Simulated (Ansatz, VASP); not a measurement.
## BP: VASP beside Ansatz

```
B P
1.0
     0.00000    2.27478    2.27478
     2.27478    0.00000    2.27478
     2.27478    2.27478    0.00000
B P
1 1
Direct
  0.25000 0.25000 0.25000
  0.50000 0.50000 0.50000
```

Alike in both runs: task relaxation of cell and atoms; functional PBE; k mesh 10 × 10 × 10; occupations gaussian, width 0.02 eV; no spin polarisation.

|  | VASP | Ansatz |
| --- | --- | --- |
| version | VASP 6.6.1 | Ansatz 0.2.0 |
| potentials or method | VASP PAW PBE potentials, release 64 (B, P), cutoff 500 eV | scalar-relativistic, plane waves, PAW |
| valence electrons in the cell | 8 | 8 |

|  | VASP | Ansatz | Ansatz less VASP |
| --- | --- | --- | --- |
| gap on the k mesh at the Fermi level, each at its own relaxed structure (eV) | 1.25 | 1.25 | +0.006 |
| relaxed volume (Å³/atom) | 11.75 | 11.76 | +0.016 |
| relaxed cell length with the largest relative difference (Å) | 3.215 | 3.216 | +0.0015 |
